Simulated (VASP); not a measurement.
# Al in VASP: single point with PBE+D3(BJ)

Aim: the single point of Al with PBE+D3(BJ).

All numbers are computed with VASP 6.6.1; they aren't measurements. Logs are shortened: lines on timing, memory, paths and dates and some standing lists are left out, and cuts for length are marked.

## (1) The cell of the first run

The cell holds a slab with vacuum, 9 atoms: a = 2.814 Å, b = 2.814 Å, c = 32.482 Å, α = 90.00°, β = 90.00°, γ = 120.00°.

## (2) Single point, PBE+D3(BJ)

Input file INCAR:

```
ALGO = Normal
DIPOL = 0.5 0.5 0.500
EDIFF = 1E-6
ENCUT = 520
GGA = PE
IDIPOL = 3
ISIF = 2
ISMEAR = 0
IVDW = 12
LASPH = T
LCHARG = T
LDIPOL = T
LELF = T
LREAL = F
LVACPOTAV = T
LVHAR = T
LWAVE = F
NBANDS = 24
NELM = 100
PREC = Accurate
SIGMA = 0.1
```

Input file KPOINTS:

```
k-points
0
Gamma
  12 12 1
```

Input file POSCAR:

```
Al
1.0
    2.8144222609      0.0000000000      0.0000000000
   -1.4072111305      2.4373611749      0.0000000000
    0.0000000000      0.0000000000     32.4820941646
Al
9
Direct
    0.3333333333      0.6666666667      0.2155033467
    0.0000000000      0.0000000000      0.2866275100
    0.6666666667      0.3333333333      0.3577516733
    0.0000000000      0.0000000000      0.4288758367
    0.3333333333      0.6666666667      0.4994451751
    0.0000000000      0.0000000000      0.5699905901
    0.6666666667      0.3333333333      0.6415293488
    0.0000000000      0.0000000000      0.7126454205
    0.3333333333      0.6666666667      0.7852743754
```

Potentials or basis: VASP PAW PBE potentials, release 64 (Al).

Run with:

```sh
$ cat potpaw_PBE.64/Al/POTCAR > POTCAR
$ mpirun -np 1 vasp_std > vasp.out
```

OUTCAR:

```text
EDIFF = 1E-6
   ENCUT = 520
   GGA = PE
   ISIF = 2
   ISMEAR = 0
   IVDW = 12
   LASPH = T
   LREAL = F
   NELM = 100
   PREC = Accurate
 IVDW          = 12

 ion  position               nearest neighbor table
   1  0.333  0.667  0.216-   2 2.82   2 2.82   2 2.82
   2  0.000  0.000  0.287-   3 2.82   1 2.82   3 2.82   1 2.82   3 2.82   1 2.82
   3  0.667  0.333  0.358-   2 2.82   2 2.82   2 2.82   4 2.82   4 2.82   4 2.82
   4  0.000  0.000  0.429-   5 2.81   5 2.81   5 2.81   3 2.82   3 2.82   3 2.82
   5  0.333  0.667  0.499-   6 2.81   6 2.81   6 2.81   4 2.81   4 2.81   4 2.81
   6  0.000  0.000  0.570-   5 2.81   5 2.81   5 2.81   7 2.84   7 2.84   7 2.84
   7  0.667  0.333  0.642-   8 2.82   8 2.82   8 2.82   6 2.84   6 2.84   6 2.84
   8  0.000  0.000  0.713-   7 2.82   7 2.82   7 2.82   9 2.86   9 2.86   9 2.86
   9  0.333  0.667  0.785-   8 2.86   8 2.86   8 2.86

  LATTYP: Found a hexagonal cell.
 ALAT       =     2.8144222609
 C/A-ratio  =    11.5413008971

  Lattice vectors:

 A1 = (   2.8144222609,   0.0000000000,   0.0000000000)
 A2 = (  -1.4072111305,   2.4373611749,   0.0000000000)
 A3 = (   0.0000000000,   0.0000000000,  32.4820941646)

Analysis of symmetry for initial positions (statically):
=====================================================================
 Subroutine PRICEL returns:
 Original cell was already a primitive cell.

 Routine SETGRP: Setting up the symmetry group for a
 hexagonal supercell.

 Subroutine GETGRP returns: Found  6 space group operations
 (whereof  6 operations were pure point group operations)
 out of a pool of 24 trial point group operations.

The static configuration has the point symmetry C_3v.

Analysis of symmetry for dynamics (positions and initial velocities):
=====================================================================
 Subroutine PRICEL returns:
 Original cell was already a primitive cell.

 Routine SETGRP: Setting up the symmetry group for a
 hexagonal supercell.

 Subroutine GETGRP returns: Found  6 space group operations
 (whereof  6 operations were pure point group operations)
 out of a pool of 24 trial point group operations.

The dynamic configuration has the point symmetry C_3v.

 Subroutine INISYM returns: Found  6 space group operations
 (whereof  6 operations are pure point group operations),
 and found     1 'primitive' translations

----------------------------------------------------------------------------------------

                                     Primitive cell

  volume of cell :     222.8195

  direct lattice vectors                    reciprocal lattice vectors
     2.814422261  0.000000000  0.000000000     0.355312710  0.205139889  0.000000000
    -1.407211130  2.437361175  0.000000000     0.000000000  0.410279777  0.000000000
     0.000000000  0.000000000 32.482094165     0.000000000  0.000000000  0.030786192

  length of vectors
     2.814422261  2.814422261 32.482094165     0.410279777  0.410279777  0.030786192

  position of ions in fractional coordinates (direct lattice)
     0.333333333  0.666666667  0.215503347
     0.000000000  0.000000000  0.286627510
     0.666666667  0.333333333  0.357751673
     0.000000000  0.000000000  0.428875837
     0.333333333  0.666666667  0.499445175
     0.000000000  0.000000000  0.569990590
     0.666666667  0.333333333  0.641529349
     0.000000000  0.000000000  0.712645421
     0.333333333  0.666666667  0.785274375

  ion indices of the primitive-cell ions
   primitive index   ion index
                 1           1
                 2           2
                 3           3
                 4           4
                 5           5
                 6           6
                 7           7
                 8           8
                 9           9

----------------------------------------------------------------------------------------

 KPOINTS: k-points

Automatic generation of k-mesh.
 Grid dimensions read from file:
 generate k-points for:   12   12    1

 Generating k-lattice:

  Cartesian coordinates                     Fractional coordinates (reciprocal lattice)
     0.029609392  0.017094991  0.000000000     0.083333333 -0.000000000  0.000000000
     0.000000000  0.034189981  0.000000000     0.000000000  0.083333333  0.000000000
     0.000000000  0.000000000  0.030786192     0.000000000  0.000000000  1.000000000

  Length of vectors
     0.034189981  0.034189981  0.030786192

  Shift w.r.t. Gamma in fractional coordinates (k-lattice)
     0.000000000  0.000000000  0.000000000

 Subroutine IBZKPT returns following result:
 ===========================================

 Found     19 irreducible k-points:

 Following reciprocal coordinates:
            Coordinates               Weight
  0.000000  0.000000  0.000000      1.000000
  0.083333  0.000000  0.000000      6.000000
  0.166667  0.000000  0.000000      6.000000
  0.250000  0.000000  0.000000      6.000000
  0.333333  0.000000  0.000000      6.000000
  0.416667  0.000000  0.000000      6.000000
[... 11 lines left out ...]
  0.333333  0.250000  0.000000     12.000000
  0.333333  0.333333  0.000000      2.000000
   k-points           NKPTS =     19   k-points in BZ     NKDIM =     19   number of bands    NBANDS=     24
   number of dos      NEDOS =    301   number of ions     NIONS =      9
   total plane-waves  NPLWV = 144000
   dimension x,y,z NGX =    24 NGY =   24 NGZ =  250
   dimension x,y,z NGXF=    48 NGYF=   48 NGZF=  500
   ions per type =               9
   NGX,Y,Z   is equivalent  to a cutoff of  14.18, 14.18, 12.80 a.u.
   NGXF,Y,Z  is equivalent  to a cutoff of  28.35, 28.35, 25.59 a.u.
 SYSTEM =  unknown system
   PREC   = accura    normal or accurate (medium, high low for compatibility)
   ISTART =      0    job   : 0-new  1-cont  2-samecut
   ICHARG =      2    charge: 1-file 2-atom 10-const
   ISPIN  =      1    spin polarized calculation?
   LNONCOLLINEAR =      F non collinear calculations
   LSORBIT =      F    spin-orbit coupling
   LASPH  =      T    aspherical Exc in radial PAW
   ENCUT  =  520.0 eV  38.22 Ry    6.18 a.u.   5.23  5.23 60.40*2*pi/ulx,y,z
   NELM   =    100;   NELMIN=  2; NELMDL= -5     # of ELM steps
   EDIFF  = 0.1E-05   stopping-criterion for ELM
   LREAL  =      F    real-space projection
   EDIFFG = 0.1E-04   stopping-criterion for IOM
   NSW    =      0    number of steps for IOM
   IBRION =     -1    ionic relax: 0-MD 1-quasi-New 2-CG
   NFREE  =      0    steps in history (QN), initial steepest desc. (CG)
   ISIF   =      2    stress and relaxation
   ISYM   =      2    0-nonsym 1-usesym 2-fastsym
   POTIM  = 0.5000    time-step for ionic-motion
   TEBEG  =    0.0;   TEEND  =   0.0 temperature during run
   PSTRESS=    0.0 pullay stress
   NELECT =      27.0000    total number of electrons
   NUPDOWN=      -1.0000    fix difference up-down
   EMIN   =  10.00;   EMAX   =-10.00  energy-range for DOS
   EFERMI =   0.00;   METHOD = LEGACY
   ISMEAR =     0;   SIGMA  =   0.10  broadening in eV -4-tet -1-fermi 0-gaus
   EFERMI_NEDOS =   21; number of points for ismear=-14 and -15
   IALGO  =     38    algorithm
   IMIX   =      4    mixing-type and parameters
     AMIX     =   0.40;   BMIX     =  1.00
     AMIX_MAG =   1.60;   BMIX_MAG =  1.00
  volume/ion in A,a.u.               =      24.76       167.07
  Fermi-wavevector in a.u.,A,eV,Ry     =   0.810112  1.530890  8.929250  0.656281
  Thomas-Fermi vector in A             =   1.919227
   LORBIT       =      0    0 simple, 1 ext, 2 COOP (PROOUT), +10 PAW based schemes
   GGA     = PE    functional components
   LHFCALC =     F    Hartree Fock is set to
   AEXX    =    0.0000 exact exchange contribution
   IVDW    =    12    specifies the selected vdW correction
   LEPSILON=     F    determine dielectric tensor
   LRPA    =     F    only Hartree local field effects (RPA)
 non-spin polarized calculation
 Gauss-broadening in eV      SIGMA  =   0.10
  energy-cutoff  :      520.00
  volume of cell :      222.82
 maximum number of plane-waves:      6036
 NGX is ok and might be reduce to    24
   NGX = 11   NGY = 11   NGZ =121

 dipolmoment           0.000000      0.000000      0.002636 electrons x Angstroem

 number of electron      27.0000000 magnetization

 dipolmoment           0.000000      0.000000     -0.000545 electrons x Angstroem

 Free energy of the ion-electron system (eV)
  ---------------------------------------------------
  ext. energy  EPLUGINS =         0.00000000
  ---------------------------------------------------
  free energy    TOTEN  =       -32.88769238 eV

  energy without entropy =      -32.86454752  energy(sigma->0) =      -32.87611995

 E-fermi :   3.9408     XC(G=0):  -7.2015

 val. band max:        3.9234597627   @ k =   0.4167   0.0000   0.0000
 cond. band min:       3.9785447748   @ k =   0.3333   0.1667   0.0000
 fundamental gap:      0.0550850121
 Fermi energy:         3.9408082963

 k-point     1 :       0.0000    0.0000    0.0000
  band No.  band energies     occupation
      1      -7.3584      2.00000
      2      -7.0931      2.00000
      3      -6.7082      2.00000
      4      -6.1569      2.00000
      5      -5.4800      2.00000
      6      -4.6679      2.00000
[... 16 lines left out ...]
     23      14.3492      0.00000
     24      15.1066      0.00000

 k-point     2 :       0.0833    0.0000    0.0000
  band No.  band energies     occupation
      1      -7.1856      2.00000
      2      -6.9206      2.00000
      3      -6.5361      2.00000
      4      -5.9854      2.00000
      5      -5.3092      2.00000
      6      -4.4979      2.00000
[... 16 lines left out ...]
     23      12.7009      0.00000
     24      12.9953      0.00000
[... 430 lines left out ...]
     23       5.8494      0.00000
     24       6.0818      0.00000

 k-point    19 :       0.3333    0.3333    0.0000
  band No.  band energies     occupation
      1       0.5979      2.00000
      2       0.7127      2.00000
      3       0.7139      2.00000
      4       0.8478      2.00000
      5       0.9201      2.00000
      6       0.9819      2.00000
[... 16 lines left out ...]
     23       5.5079      0.00000
     24       5.6796      0.00000

------------------------ aborting loop because EDIFF is reached ----------------------------------------

 Edisp (eV)   -2.80443

 E8    (eV) :    -1.2725

  FORCE on cell =-STRESS in cart. coord.  units (eV):
  Direction    XX          YY          ZZ          XY          YZ          ZX
  --------------------------------------------------------------------------------------
  -------------------------------------------------------------------------------------
  Total      -1.01479    -1.01479     0.34775     0.00000    -0.00000    -0.00000
  in kB      -7.29679    -7.29679     2.50051     0.00000    -0.00000    -0.00000
  external pressure =       -4.03 kB  Pullay stress =        0.00 kB

 VOLUME and BASIS-vectors are now :
 -----------------------------------------------------------------------------
  energy-cutoff  :      520.00
  volume of cell :      222.82
      direct lattice vectors                 reciprocal lattice vectors
     2.814422261  0.000000000  0.000000000     0.355312710  0.205139889  0.000000000
    -1.407211130  2.437361175  0.000000000     0.000000000  0.410279777  0.000000000
     0.000000000  0.000000000 32.482094165     0.000000000  0.000000000  0.030786192

 POSITION                                       TOTAL-FORCE (eV/Angst)
 -----------------------------------------------------------------------------------
     -0.00000      1.62491      7.00000        -0.000000      0.000000     -0.122438
      0.00000      0.00000      9.31026         0.000000      0.000000      0.113613
      1.40721      0.81245     11.62052         0.000000     -0.000000     -0.027699
      0.00000      0.00000     13.93079         0.000000     -0.000000      0.034003
     -0.00000      1.62491     16.22303         0.000000     -0.000000     -0.002192
      0.00000      0.00000     18.51449        -0.000000     -0.000000      0.003553
      1.40721      0.81245     20.83822        -0.000000      0.000000     -0.005639
      0.00000      0.00000     23.14822         0.000000      0.000000      0.024046
     -0.00000      1.62491     25.50736        -0.000000      0.000000     -0.017248
 -----------------------------------------------------------------------------------
    total drift:                               -0.000000      0.000000     -0.000030

  FREE ENERGIE OF THE ION-ELECTRON SYSTEM (eV)
  ---------------------------------------------------
  free  energy   TOTEN  =       -35.6921190092 eV

  energy  without entropy=      -35.6689741545  energy(sigma->0) =      -35.68054658

 vacuum level on the upper side and lower side of the slab         8.002         8.017
```

Wall time 4.6 min (1 thread of Intel Xeon Platinum 8488C (Sapphire Rapids), shared host); peak memory 0.36 GiB.

What came out:

```yaml
Free_energy: -35.6921 eV
Largest_force: 0.122 eV/Å
Band_gap_on_the_k_mesh: zero (an odd number of electrons rules out a gap without spin polarisation)
Dispersion_energy_per_atom: -0.312 eV
```

Forces in eV/Å, atoms in the order of the input:
```
Al   0.000  0.000 -0.122
Al   0.000  0.000  0.114
Al   0.000  0.000 -0.028
Al   0.000  0.000  0.034
Al   0.000  0.000 -0.002
Al   0.000  0.000  0.004
Al   0.000  0.000 -0.006
Al   0.000  0.000  0.024
Al   0.000  0.000 -0.017
```

Levels at points of the mesh, in eV from the Fermi level:
| k point | band 11 | band 12 | band 13 | band 14 | band 15 | band 16 |
| --- | --- | --- | --- | --- | --- | --- |
| (0.00, 0.00, 0.00) | -2.61 | -1.12 | 0.42 | 1.89 | 3.08 | 4.00 |
| (0.50, 0.00, 0.00) | -2.65 | -2.49 | -1.93 | -1.28 | -0.56 | -0.46 |
